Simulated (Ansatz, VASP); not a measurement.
# Two plane-wave programs on Si16Ge

```xyz
17
Lattice="0.0000 5.4300 5.4300 5.4300 0.0000 5.4300 5.4300 5.4300 0.0000" Properties=species:S:1:pos:R:3 pbc="T T T"
Si    0.0439    0.0438    0.0437
Si    1.3596    1.3580    1.3645
Si    2.6729    2.6726    0.0424
Si    4.0732    4.0727    1.4084
Si    2.6762    0.0392    2.6777
Si    4.0736    1.4060    4.0750
Si    5.4397    2.7062    2.7085
Si    6.7403    4.0723    4.0749
Si    0.0401    2.6751    2.6769
Si    1.4066    4.0730    4.0749
Si    2.7066    5.4393    2.7083
Si    4.0729    6.7395    4.0748
Si    2.7074    2.7068    5.4408
Si    4.0732    4.0726    6.7429
Si    5.4388    5.4382    5.4405
Si    6.7880    6.7876    6.7891
Ge    9.5054    9.5034    9.5122
```

Alike in both runs: functional PBEsol; k mesh 2 × 2 × 2; occupations gaussian, width 0.05 eV; no spin polarisation.

Ansatz relaxed the structure, and its values are those at the end. VASP's run is a single point on that final structure, the one shown.

|  | VASP | Ansatz |
| --- | --- | --- |
| version | VASP 6.6.1 | Ansatz 0.2.0 |
| potentials or method | VASP PAW PBE potentials, release 64 (Si, Ge_d), cutoff 520 eV | scalar-relativistic, plane waves, PAW |
| valence electrons in the cell | 78 | 78 |

Ansatz gave:

| Quantity | Value |
| --- | --- |
| rms of the force components (eV/Å) | 0.006 |

Task: What did VASP give for the same quantities?

Result: rms of the force components (eV/Å): 0.007.

VASP's potentials were made for PBE, not for PBEsol, and Ansatz warns of the same on its side.

The k mesh is coarse, so the values compare programs but aren't converged.
